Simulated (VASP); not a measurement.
# Ga3As2P (P6_3mc) in VASP: single point with PBE

Aim: the single point of Ga3As2P with PBE.

Program: VASP 6.6.1. These are calculated values, not measurements. Logs are shortened: lines on timing, memory, paths and dates and some standing lists are left out, and cuts for length are marked.

**1. The cell of the first run**

It takes space group P6_3mc (No. 186, hexagonal). The conventional cell has a = 3.992 Å, b = 3.992 Å, c = 19.752 Å, α = 90.00°, β = 90.00°, γ = 120.00°. Ga (site symmetry 3m) has 4 As at 2.46 to 2.49 Å within 3.2 Å. Within 3.2 Å of Ga (site symmetry 3m) lie 3 P at 2.43 Å and 1 As at 2.49 Å. Within 3.2 Å of Ga (site symmetry 3m) lie 1 P at 2.40 Å and 3 As at 2.46 Å. P (site symmetry 3m) has 4 Ga at 2.40 to 2.43 Å within 3.2 Å. Within 3.3 Å of As (site symmetry 3m) lie 4 Ga at 2.46 to 2.49 Å. Within 3.2 Å of As (site symmetry 3m) lie 4 Ga at 2.46 to 2.49 Å.

**2. Single point, PBE**

INCAR reads:

```
SYSTEM = Ga3As2P
ALGO     = Normal         ! electronic algorithm
EDIFF    = 1E-6           ! SCF threshold, eV
ENCUT    = 520            ! plane-wave cutoff, eV
GGA      = PE             ! functional
ISIF     = 2              ! what is computed and relaxed
ISMEAR   = 0              ! smearing method
LASPH    = .True.         ! aspherical terms in the spheres
LCHARG   = .False.        ! write CHGCAR
LREAL    = .False.        ! projectors in reciprocal space
LWAVE    = .False.        ! write WAVECAR
NBANDS   = 66             ! bands
NELM     = 100            ! most SCF steps
PREC     = Accurate       ! precision mode
SIGMA    = 0.02           ! smearing width, eV
```

KPOINTS reads:

```
k-points
0
Gamma
  12 12 2
  0 0 0
```

POSCAR reads:

```
Ga3As2P
1.0
    3.9919829093      0.0000000000      0.0000000000
   -1.9959914546      3.4571586109      0.0000000000
    0.0000000000      0.0000000000     19.7518599751
Ga P As
6 2 4
Direct
    0.6666666667      0.3333333333      0.1667139419
    0.6666666667      0.3333333333      0.4967229264
    0.6666666667      0.3333333333      0.8366778947
    0.3333333333      0.6666666667      0.9967229264
    0.3333333333      0.6666666667      0.3366778947
    0.3333333333      0.6666666667      0.6667139419
    0.6666666667      0.3333333333      0.9581193034
    0.3333333333      0.6666666667      0.4581193034
    0.6666666667      0.3333333333      0.2927280841
    0.6666666667      0.3333333333      0.6230378595
    0.3333333333      0.6666666667      0.1230378595
    0.3333333333      0.6666666667      0.7927280841
```

Potentials or basis: VASP PAW PBE potentials, release 64 (Ga_d, P, As).

The run is started by

```bash
$ cat potpaw_PBE.64/Ga_d/POTCAR potpaw_PBE.64/P/POTCAR potpaw_PBE.64/As/POTCAR > POTCAR
$ mpirun -np 1 vasp_std > vasp.out
```

OUTCAR:

```text
SYSTEM = Ga3As2P
   EDIFF = 1E-6
   ENCUT = 520
   GGA = PE
   ISIF = 2
   ISMEAR = 0
   LASPH = .True.
   LREAL = .False.
   NELM = 100
   PREC = Accurate

 ion  position               nearest neighbor table
   1  0.667  0.333  0.167-  11 2.46  11 2.46  11 2.46   9 2.49
   2  0.667  0.333  0.497-   8 2.43   8 2.43   8 2.43  10 2.49
   3  0.667  0.333  0.837-   7 2.40  12 2.46  12 2.46  12 2.46
   4  0.333  0.667  0.997-   7 2.43   7 2.43   7 2.43  11 2.49
   5  0.333  0.667  0.337-   8 2.40   9 2.46   9 2.46   9 2.46
   6  0.333  0.667  0.667-  10 2.46  10 2.46  10 2.46  12 2.49
   7  0.667  0.333  0.958-   3 2.40   4 2.43   4 2.43   4 2.43
   8  0.333  0.667  0.458-   5 2.40   2 2.43   2 2.43   2 2.43
   9  0.667  0.333  0.293-   5 2.46   5 2.46   5 2.46   1 2.49
  10  0.667  0.333  0.623-   6 2.46   6 2.46   6 2.46   2 2.49
  11  0.333  0.667  0.123-   1 2.46   1 2.46   1 2.46   4 2.49
  12  0.333  0.667  0.793-   3 2.46   3 2.46   3 2.46   6 2.49

  LATTYP: Found a hexagonal cell.
 ALAT       =     3.9919829093
 C/A-ratio  =     4.9478818983

  Lattice vectors:

 A1 = (   3.9919829093,   0.0000000000,   0.0000000000)
 A2 = (  -1.9959914546,   3.4571586109,   0.0000000000)
 A3 = (   0.0000000000,   0.0000000000,  19.7518599751)

Analysis of symmetry for initial positions (statically):
=====================================================================
 Subroutine PRICEL returns:
 Original cell was already a primitive cell.

 Routine SETGRP: Setting up the symmetry group for a
 hexagonal supercell.

 Subroutine GETGRP returns: Found 12 space group operations
 (whereof  6 operations were pure point group operations)
 out of a pool of 24 trial point group operations.

The static configuration has the point symmetry C_3v.
 The point group associated with its full space group is C_6v.

Analysis of symmetry for dynamics (positions and initial velocities):
=====================================================================
 Subroutine PRICEL returns:
 Original cell was already a primitive cell.

 Routine SETGRP: Setting up the symmetry group for a
 hexagonal supercell.

 Subroutine GETGRP returns: Found 12 space group operations
 (whereof  6 operations were pure point group operations)
 out of a pool of 24 trial point group operations.

The dynamic configuration has the point symmetry C_3v.
[... 129 lines left out ...]
   TEBEG  =    0.0;   TEEND  =   0.0 temperature during run
   PSTRESS=    0.0 pullay stress
   NELECT =     108.0000    total number of electrons
   NUPDOWN=      -1.0000    fix difference up-down
   EMIN   =  10.00;   EMAX   =-10.00  energy-range for DOS
   EFERMI =   0.00;   METHOD = LEGACY
   ISMEAR =     0;   SIGMA  =   0.02  broadening in eV -4-tet -1-fermi 0-gaus
   EFERMI_NEDOS =   21; number of points for ismear=-14 and -15
   IALGO  =     38    algorithm
   IMIX   =      4    mixing-type and parameters
     AMIX     =   0.40;   BMIX     =  1.00
     AMIX_MAG =   1.60;   BMIX_MAG =  1.00
  volume/ion in A,a.u.               =      22.72       153.30
  Fermi-wavevector in a.u.,A,eV,Ry     =   1.202386  2.272181 19.670396  1.445733
  Thomas-Fermi vector in A             =   2.338169
   LORBIT       =      0    0 simple, 1 ext, 2 COOP (PROOUT), +10 PAW based schemes
   GGA     = PE    functional components
   LHFCALC =     F    Hartree Fock is set to
   AEXX    =    0.0000 exact exchange contribution
   IVDW    =     0    specifies the selected vdW correction
   LEPSILON=     F    determine dielectric tensor
   LRPA    =     F    only Hartree local field effects (RPA)
 non-spin polarized calculation
 Gauss-broadening in eV      SIGMA  =   0.02
  energy-cutoff  :      520.00
  volume of cell :      272.59
 maximum number of plane-waves:      7383
 NGX is ok and might be reduce to    30
   NGX = 15   NGY = 15   NGZ = 73

 number of electron     107.9999893 magnetization

 Free energy of the ion-electron system (eV)
  ---------------------------------------------------
  ext. energy  EPLUGINS =         0.00000000
  ---------------------------------------------------
  free energy    TOTEN  =       -51.11065655 eV

  energy without entropy =      -51.11065655  energy(sigma->0) =      -51.11065655

 E-fermi :   4.0583     XC(G=0):  -9.4772

 val. band max:        3.9332969795   @ k =   0.0000   0.0000   0.0000
 cond. band min:       4.4653378193   @ k =   0.0000   0.0000   0.0000
 fundamental gap:      0.5320408398
 Fermi energy:         4.0583061830

 k-point     1 :       0.0000    0.0000    0.0000
  band No.  band energies     occupation
      1     -11.0413      2.00000
      2     -11.0408      2.00000
      3     -10.9909      2.00000
      4     -10.9909      2.00000
      5     -10.9909      2.00000
      6     -10.9909      2.00000
[... 1645 lines left out ...]
     65       8.6894      0.00000
     66       8.6953      0.00000

 [... further k-points ...]

------------------------ aborting loop because EDIFF is reached ----------------------------------------

  FORCE on cell =-STRESS in cart. coord.  units (eV):
  Direction    XX          YY          ZZ          XY          YZ          ZX
  --------------------------------------------------------------------------------------
  -------------------------------------------------------------------------------------
  Total        0.1951085      0.1951085      0.1782439      0.0000000      0.0000000      0.0000000
  in kB        1.1467552      1.1467552      1.0476334      0.0000000      0.0000000      0.0000000
  external PRESSURE =       1.1137146 kB  Pullay stress =       0.0000000 kB

 VOLUME and BASIS-vectors are now :
 -----------------------------------------------------------------------------
  energy-cutoff  :      520.00
  volume of cell :      272.59
      direct lattice vectors                 reciprocal lattice vectors
     3.991982909  0.000000000  0.000000000     0.250502074  0.144627440  0.000000000
    -1.995991455  3.457158611  0.000000000     0.000000000  0.289254880  0.000000000
     0.000000000  0.000000000 19.751859975     0.000000000  0.000000000  0.050628143

 POSITION                                       TOTAL-FORCE (eV/Angst)
 -----------------------------------------------------------------------------------
      1.99599      1.15239      3.29291        -0.000000      0.000000     -0.003663
      1.99599      1.15239      9.81120         0.000000     -0.000000     -0.013416
      1.99599      1.15239     16.52594         0.000000     -0.000000      0.010241
     -0.00000      2.30477     19.68713        -0.000000      0.000000     -0.013416
     -0.00000      2.30477      6.65001        -0.000000     -0.000000      0.010241
     -0.00000      2.30477     13.16884         0.000000     -0.000000     -0.003663
      1.99599      1.15239     18.92464         0.000000     -0.000000      0.000999
     -0.00000      2.30477      9.04871         0.000000      0.000000      0.000999
      1.99599      1.15239      5.78192         0.000000     -0.000000      0.002828
      1.99599      1.15239     12.30616         0.000000     -0.000000      0.003010
     -0.00000      2.30477      2.43023         0.000000     -0.000000      0.003010
     -0.00000      2.30477     15.65785        -0.000000      0.000000      0.002828
 -----------------------------------------------------------------------------------
    total drift:                               -0.000000     -0.000001      0.000178

  FREE ENERGIE OF THE ION-ELECTRON SYSTEM (eV)
  ---------------------------------------------------
  free  energy   TOTEN  =       -51.1106565452 eV

  energy  without entropy=      -51.1106565452  energy(sigma->0) =      -51.11065655
```

It took 16 min on 1 thread of Oxide Virtual Turin-like, shared host; peak memory 0.65 GiB.

Results:

```
Free energy            : -51.1107 eV
Pressure               : 0.1 GPa
Largest force          : 0.013 eV/Å
Band gap on the k mesh : 0.53 eV
```

Forces in eV/Å, atoms in the order of the input:
```
Ga   0.000  0.000 -0.004
Ga   0.000  0.000 -0.013
Ga   0.000  0.000  0.010
Ga   0.000  0.000 -0.013
Ga   0.000  0.000  0.010
Ga   0.000  0.000 -0.004
P    0.000  0.000  0.001
P    0.000  0.000  0.001
As   0.000  0.000  0.003
As   0.000  0.000  0.003
As   0.000  0.000  0.003
As   0.000  0.000  0.003
```
